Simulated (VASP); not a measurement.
Set up this calculation in VASP 6.6.1, as the native input.

```
Task                   : single point
Functional             : PBE
Potentials or basis    : VASP PAW PBE potentials, release 64 (Si, Te, S)
Cutoff                 : 520 eV
k mesh                 : 6 × 6 × 2
Occupations            : gaussian, width 0.2 eV
Spin                   : no spin polarisation
Dipole correction      : no
Further INCAR settings : ALGO = Normal; EDIFF = 1e-07; NBANDS = 28
```

The structure of Si2Te4S lies in POSCAR:

```
Si2Te4S
1.0
    3.8581010733      0.0002313491     -0.0010584818
   -1.9293008835      3.4565573561      0.2913030119
   -0.0031842768      1.2400182536     14.2769303138
Si Te S
2 4 1
Direct
    0.1019429585      0.2029521799      0.2577865846
    0.8984090346     -0.2022904419      0.7421918179
    0.7183585125      0.4348073866      0.3663519815
    0.4706048942      0.9404871576      0.1380281650
    0.5297915513      0.0600267391      0.8619301525
    0.2821317812      0.5650886820      0.6336288180
   -0.0012387321     -0.0010717033      1.0000824806
```

One way to write it, as run:

INCAR

```
SYSTEM = Si2Te4S
PREC = Accurate
ENCUT = 520
EDIFF = 1E-7
ISMEAR = 0
SIGMA = 0.2
LREAL = .False.
LASPH = .True.
NELM = 80
ALGO = Normal
ISIF = 2
LWAVE = .False.
LCHARG = .False.
GGA = PE
NBANDS = 28
```

KPOINTS

```
Automatic mesh
0
Gamma
  6 6 2
  0 0 0
```

Potentials or basis: VASP PAW PBE potentials, release 64 (Si, Te, S).

Command:

```console
$ cat potpaw_PBE.64/Si/POTCAR potpaw_PBE.64/Te/POTCAR potpaw_PBE.64/S/POTCAR > POTCAR
$ mpirun -np 1 vasp_std > vasp.out
```

It gave:

```json
{
 "Pressure": "0.0 GPa",
 "Largest force": "0.013 eV/Å",
 "Band gap on the k mesh": "zero (band 19 reaches 6.56 eV, above the bottom of band 20 at 5.51 eV)"
}
```

Caveat: spin-orbit coupling is left out, which moves the levels of the heavy elements.

Run time: 2.4 min on 1 thread of Intel(R) Xeon(R) 6975P-C (Granite Rapids) (shared host), peak memory 0.4 GiB.
